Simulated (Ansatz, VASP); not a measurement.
# Two plane-wave programs on SnO2

```xyz
6
Lattice="4.7374 0.0000 0.0000 0.0000 4.7374 0.0000 0.0000 0.0000 3.1864" Properties=species:S:1:pos:R:3 pbc="T T T"
Sn    0.0000    0.0000    0.0000
Sn    2.3687    2.3687    1.5932
O     1.4478    1.4478    0.0000
O     0.9208    3.8165    1.5932
O     3.2895    3.2895    0.0000
O     3.8165    0.9208    1.5932
```

Alike in both runs: task single point; functional LDA; k mesh 4 × 4 × 6; occupations gaussian, width 0.1 eV; no spin polarisation.

```csv
,VASP,Ansatz
version,VASP 6.6.1,Ansatz 0.2.0
potentials or method,"VASP PAW LDA potentials, release 64 (Sn_d, O), cutoff 520 eV","scalar-relativistic, plane waves, PAW"
valence electrons in the cell,52,52
```

Ansatz gave:

- gap on the k mesh at the Fermi level (eV): 1.11
- least direct gap on the mesh (eV): 1.11
- pressure (GPa): -1.3
- traceless stress, the component that is largest in VASP (GPa): 0.30
- rms of the force components (eV/Å): 0.036

Problem. Which values does VASP return?

Solution. gap on the k mesh at the Fermi level (eV): 1.14; least direct gap on the mesh (eV): 1.14; pressure (GPa): 0.0; traceless stress, the component that is largest in VASP (GPa): 0.67; rms of the force components (eV/Å): 0.023.

Ansatz warns that its potentials were made for another functional, while VASP's fit it. LDA's correlation is that of Perdew and Zunger in VASP and of Perdew and Wang (1992) in Ansatz. Atom by atom the forces differ by 0.013 eV/Å (rms over components).
